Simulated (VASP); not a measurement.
# InSe2 (Fd-3m) in VASP: relaxation of cell and atoms with r2SCAN

Aim: the relaxation of cell and atoms of InSe2 with r2SCAN.

Program: VASP 6.6.1. These are calculated values, not measurements. Logs are shortened: lines on timing, memory, paths and dates and some standing lists are left out, and cuts for length are marked.

### 1 The cell of the first run

Symmetry: Fd-3m, No. 227, cubic system. Conventional cell: a = 8.374 Å, b = 8.374 Å, c = 8.374 Å, α = 90.00°, β = 90.00°, γ = 90.00°. In (site symmetry -43m) has 12 Se at 3.47 Å and 4 In at 3.63 Å within 4.6 Å. Within 3.9 Å of Se (site symmetry -3m) lie 6 Se at 2.96 Å and 6 In at 3.47 Å.

### 2 Relaxation of cell and atoms, r2SCAN

Contents of POSCAR:

```
InSe2
1.0
    0.0000000000      4.1871067836      4.1871067836
    4.1871067836      0.0000000000      4.1871067836
    4.1871067836      4.1871067836      0.0000000000
In Se
2 4
Direct
    0.0000000000      0.0000000000      0.0000000000
    0.2500000000      0.2500000000      0.2500000000
    0.6250000000      0.6250000000      0.6250000000
    0.1250000000      0.6250000000      0.6250000000
    0.6250000000      0.6250000000      0.1250000000
    0.6250000000      0.1250000000      0.6250000000
```

Contents of INCAR.step1:

```
  PREC = Accurate
  ENCUT = 600
  ISMEAR = 0
  SIGMA = 0.1
  LREAL = F
  LASPH = T
  NELM = 100
  GGA = PE
  ALGO = Normal
  EDIFF = 1E-4
  LWAVE = T
  LCHARG = F
```

Contents of INCAR.step2:

```
  PREC = Accurate
  ENCUT = 600
  EDIFF = 1E-6
  ISMEAR = 0
  SIGMA = 0.1
  LREAL = F
  LASPH = T
  NELM = 100
  ALGO = Normal
  ISIF = 3
  LWAVE = F
  LCHARG = F
  METAGGA = R2SCAN
  LMIXTAU = T
  IBRION = 2
  NSW = 100
  EDIFFG = -0.01
  ISTART = 1
```

Contents of KPOINTS:

```
regular mesh
0
Gamma
  8 8 8
```

Potentials or basis: VASP PAW PBE potentials, release 64 (In_d, Se).

Launch:

```bash
cat potpaw_PBE.64/In_d/POTCAR potpaw_PBE.64/Se/POTCAR > POTCAR
cp INCAR.step1 INCAR
mpirun -np 1 vasp_std > vasp.out
cp INCAR.step2 INCAR
mpirun -np 1 vasp_std > vasp.out
```

OUTCAR:

```text
PREC = Accurate
   ENCUT = 600
   EDIFF = 1E-6
   ISMEAR = 0
   LREAL = F
   LASPH = T
   NELM = 100
   ISIF = 3
   METAGGA = R2SCAN
   IBRION = 2
   NSW = 100
   EDIFFG = -0.01
   ISTART = 1

 ion  position               nearest neighbor table
   1  0.000  0.000  0.000-   2 3.63   2 3.63   2 3.63   2 3.63
   2  0.250  0.250  0.250-   1 3.63   1 3.63   1 3.63   1 3.63
   3  0.625  0.625  0.625-
   4  0.125  0.625  0.625-
   5  0.625  0.625  0.125-
   6  0.625  0.125  0.625-

  LATTYP: Found a face centered cubic cell.
 ALAT       =     8.3742135672

  Lattice vectors:

 A1 = (   0.0000000000,   4.1871067836,   4.1871067836)
 A2 = (   4.1871067836,   0.0000000000,   4.1871067836)
 A3 = (   4.1871067836,   4.1871067836,   0.0000000000)

Analysis of symmetry for initial positions (statically):
=====================================================================
 Subroutine PRICEL returns:
 Original cell was already a primitive cell.

 Routine SETGRP: Setting up the symmetry group for a
 face centered cubic supercell.

 Subroutine GETGRP returns: Found 48 space group operations
 (whereof 24 operations were pure point group operations)
 out of a pool of 48 trial point group operations.

The static configuration has the point symmetry T_d .
 The point group associated with its full space group is O_h .

Analysis of symmetry for dynamics (positions and initial velocities):
=====================================================================
 Subroutine PRICEL returns:
 Original cell was already a primitive cell.

 Routine SETGRP: Setting up the symmetry group for a
 face centered cubic supercell.

 Subroutine GETGRP returns: Found 48 space group operations
 (whereof 24 operations were pure point group operations)
 out of a pool of 48 trial point group operations.

The dynamic configuration has the point symmetry T_d .
 The point group associated with its full space group is O_h .

 Subroutine INISYM returns: Found 48 space group operations
 (whereof 24 operations are pure point group operations),
 and found     1 'primitive' translations

----------------------------------------------------------------------------------------

                                     Primitive cell

  volume of cell :     146.8156

  direct lattice vectors                    reciprocal lattice vectors
     0.000000000  4.187106784  4.187106784    -0.119414198  0.119414198  0.119414198
     4.187106784  0.000000000  4.187106784     0.119414198 -0.119414198  0.119414198
     4.187106784  4.187106784  0.000000000     0.119414198  0.119414198 -0.119414198

  length of vectors
     5.921463200  5.921463200  5.921463200     0.206831459  0.206831459  0.206831459

  position of ions in fractional coordinates (direct lattice)
     0.000000000  0.000000000  0.000000000
     0.250000000  0.250000000  0.250000000
     0.625000000  0.625000000  0.625000000
     0.125000000  0.625000000  0.625000000
     0.625000000  0.625000000  0.125000000
     0.625000000  0.125000000  0.625000000

  ion indices of the primitive-cell ions
   primitive index   ion index
                 1           1
                 2           2
                 3           3
                 4           4
                 5           5
                 6           6

----------------------------------------------------------------------------------------

 KPOINTS: regular mesh

Automatic generation of k-mesh.
 Grid dimensions read from file:
 generate k-points for:    8    8    8

 Generating k-lattice:

  Cartesian coordinates                     Fractional coordinates (reciprocal lattice)
    -0.014926775  0.014926775  0.014926775     0.125000000  0.000000000  0.000000000
     0.014926775 -0.014926775  0.014926775     0.000000000  0.125000000  0.000000000
     0.014926775  0.014926775 -0.014926775     0.000000000  0.000000000  0.125000000

  Length of vectors
     0.025853932  0.025853932  0.025853932

  Shift w.r.t. Gamma in fractional coordinates (k-lattice)
     0.000000000  0.000000000  0.000000000

 Subroutine IBZKPT returns following result:
 ===========================================

 Found     29 irreducible k-points:

 Following reciprocal coordinates:
            Coordinates               Weight
  0.000000  0.000000  0.000000      1.000000
  0.125000  0.000000  0.000000      8.000000
  0.250000  0.000000  0.000000      8.000000
  0.375000  0.000000  0.000000      8.000000
  0.500000  0.000000  0.000000      4.000000
  0.125000  0.125000  0.000000      6.000000
[... 16 lines left out ...]
  0.500000  0.250000  0.125000     48.000000
 -0.375000  0.250000  0.125000     24.000000
 [... further k-points ...]
   k-points           NKPTS =     29   k-points in BZ     NKDIM =     29   number of bands    NBANDS=     30
   number of dos      NEDOS =    301   number of ions     NIONS =      6
   total plane-waves  NPLWV = 110592
   dimension x,y,z NGX =    48 NGY =   48 NGZ =   48
   dimension x,y,z NGXF=    96 NGYF=   96 NGZF=   96
   ions per type =               2   4
   NGX,Y,Z   is equivalent  to a cutoff of  13.48, 13.48, 13.48 a.u.
   NGXF,Y,Z  is equivalent  to a cutoff of  26.95, 26.95, 26.95 a.u.
 SYSTEM =  unknown system
   PREC   = accura    normal or accurate (medium, high low for compatibility)
   ISTART =      1    job   : 0-new  1-cont  2-samecut
   ICHARG =      0    charge: 1-file 2-atom 10-const
   ISPIN  =      1    spin polarized calculation?
   LNONCOLLINEAR =      F non collinear calculations
   LSORBIT =      F    spin-orbit coupling
   LASPH  =      T    aspherical Exc in radial PAW
   ENCUT  =  600.0 eV  44.10 Ry    6.64 a.u.  11.83 11.83 11.83*2*pi/ulx,y,z
   NELM   =    100;   NELMIN=  2; NELMDL=  0     # of ELM steps
   EDIFF  = 0.1E-05   stopping-criterion for ELM
   LREAL  =      F    real-space projection
   EDIFFG = -.1E-01   stopping-criterion for IOM
   NSW    =    100    number of steps for IOM
   IBRION =      2    ionic relax: 0-MD 1-quasi-New 2-CG
   NFREE  =      1    steps in history (QN), initial steepest desc. (CG)
   ISIF   =      3    stress and relaxation
   ISYM   =      2    0-nonsym 1-usesym 2-fastsym
   POTIM  = 0.5000    time-step for ionic-motion
   TEBEG  =    0.0;   TEEND  =   0.0 temperature during run
   PSTRESS=    0.0 pullay stress
   NELECT =      50.0000    total number of electrons
   NUPDOWN=      -1.0000    fix difference up-down
   EMIN   =  10.00;   EMAX   =-10.00  energy-range for DOS
   EFERMI =   0.00;   METHOD = LEGACY
   ISMEAR =     0;   SIGMA  =   0.10  broadening in eV -4-tet -1-fermi 0-gaus
   EFERMI_NEDOS =   21; number of points for ismear=-14 and -15
   IALGO  =     38    algorithm
   IMIX   =      4    mixing-type and parameters
     AMIX     =   0.40;   BMIX     =  1.00
     AMIX_MAG =   1.60;   BMIX_MAG =  1.00
  volume/ion in A,a.u.               =      24.47       165.13
  Fermi-wavevector in a.u.,A,eV,Ry     =   1.143249  2.160427 17.783061  1.307018
  Thomas-Fermi vector in A             =   2.279945
   LORBIT       =      0    0 simple, 1 ext, 2 COOP (PROOUT), +10 PAW based schemes
   METAGGA = R2SCAN    functional components
   LHFCALC =     F    Hartree Fock is set to
   AEXX    =    0.0000 exact exchange contribution
   IVDW    =     0    specifies the selected vdW correction
   LEPSILON=     F    determine dielectric tensor
   LRPA    =     F    only Hartree local field effects (RPA)
 conjugate gradient relaxation of ions
 non-spin polarized calculation
 Gauss-broadening in eV      SIGMA  =   0.10
  energy-cutoff  :      600.00
  volume of cell :      146.82
 maximum number of plane-waves:      4916
   NGX = 23   NGY = 23   NGZ = 23

--------------------------------------- Ionic step        1  -------------------------------------------

 number of electron      50.0000002 magnetization

 Free energy of the ion-electron system (eV)
  ---------------------------------------------------
  ext. energy  EPLUGINS =         0.00000000
  ---------------------------------------------------
  free energy    TOTEN  =      -100.87187466 eV

  energy without entropy =     -100.85339573  energy(sigma->0) =     -100.86263519

------------------------ aborting loop because EDIFF is reached ----------------------------------------

  FORCE on cell =-STRESS in cart. coord.  units (eV):
  Direction    XX          YY          ZZ          XY          YZ          ZX
  --------------------------------------------------------------------------------------
  -------------------------------------------------------------------------------------
  Total        1.3377982      1.3377982      1.3377982      0.0000000      0.0000000     -0.0000000
  in kB       14.5992004     14.5992004     14.5992004      0.0000000      0.0000000     -0.0000000
  external PRESSURE =      14.5992004 kB  Pullay stress =       0.0000000 kB
[... 65 lines left out ...]
  energy  without entropy=     -100.8716463163  energy(sigma->0) =     -100.88110913

--------------------------------------- Ionic step        3  -------------------------------------------

 number of electron      50.0000008 magnetization

 Free energy of the ion-electron system (eV)
  ---------------------------------------------------
  ext. energy  EPLUGINS =         0.00000000
  ---------------------------------------------------
  free energy    TOTEN  =      -100.89075258 eV

  energy without entropy =     -100.87187874  energy(sigma->0) =     -100.88131566

 E-fermi :   4.9808     XC(G=0): -10.2769

 val. band max:        4.9554524970   @ k =  -0.3750   0.2500   0.0000
 cond. band min:       5.0083560063   @ k =  -0.2500   0.2500   0.0000
 fundamental gap:      0.0529035093
 Fermi energy:         4.9808275739

 k-point     1 :       0.0000    0.0000    0.0000
  band No.  band energies     occupation
      1     -10.6117      2.00000
      2     -10.0812      2.00000
      3     -10.0812      2.00000
      4     -10.0812      2.00000
      5     -10.0619      2.00000
      6     -10.0619      2.00000
[... 781 lines left out ...]
     29       6.5792      0.00000
     30       7.8764      0.00000

 [... further k-points ...]
[... 5 lines left out ...]
  --------------------------------------------------------------------------------------
  -------------------------------------------------------------------------------------
  Total        0.0155693      0.0155693      0.0155693      0.0000000     -0.0000000      0.0000000
  in kB        0.1650801      0.1650801      0.1650801      0.0000000     -0.0000000      0.0000000
  external PRESSURE =       0.1650801 kB  Pullay stress =       0.0000000 kB
[... 21 lines left out ...]
  FREE ENERGIE OF THE ION-ELECTRON SYSTEM (eV)
  ---------------------------------------------------
  free  energy   TOTEN  =      -100.8907525802 eV

  energy  without entropy=     -100.8718787399  energy(sigma->0) =     -100.88131566

 reached required accuracy - stopping structural energy minimisation
```

It took 35 min on 1 thread of Oxide Virtual Turin-like, shared host; peak memory 0.42 GiB.

What came out:

```
Free energy                           : -100.8908 eV
Relaxed volume                        : 25.18 Å³/atom
Relaxed cell                          : a = 5.979 Å, b = 5.979 Å, c = 5.979 Å, α = 60.00°, β = 60.00°, γ = 60.00°
Space group after relaxing (to 0.1 Å) : Fd-3m (No. 227)
Energy gained by relaxing             : 3.1 meV/atom
Ionic steps                           : 3
Pressure after relaxing               : 0.0 GPa
Band gap on the k mesh                : zero (bands 25 and 26 overlap by 1.66 eV)
```

Step by step:
```csv
step,energy change (eV),largest force (eV/Å),pressure (GPa),volume (Å³)
1,0.0000,0.0000,1.46,146.82
2,-0.0187,0.0000,-0.15,151.60
3,-0.0189,0.0000,0.02,151.11
```

Final structure:
```cif
data_structure
_symmetry_space_group_name_H-M 'P 1'
_symmetry_Int_Tables_number 1
_cell_length_a 5.9786
_cell_length_b 5.9786
_cell_length_c 5.9786
_cell_angle_alpha 60.000
_cell_angle_beta 60.000
_cell_angle_gamma 60.000
_cell_volume 151.11
loop_
_atom_site_label
_atom_site_type_symbol
_atom_site_fract_x
_atom_site_fract_y
_atom_site_fract_z
_atom_site_occupancy
In1 In 0.00000 0.00000 0.00000 1
In2 In 0.25000 0.25000 0.25000 1
Se1 Se 0.62500 0.62500 0.62500 1
Se2 Se 0.12500 0.62500 0.62500 1
Se3 Se 0.62500 0.62500 0.12500 1
Se4 Se 0.62500 0.12500 0.62500 1
```

Caveat: the PAW data sets were made with another functional, which shifts forces and pressure a little; spin-orbit coupling is left out, which moves the levels of the heavy elements.

The gap in the log of VASP goes by the Fermi energy; the results here count the filled bands.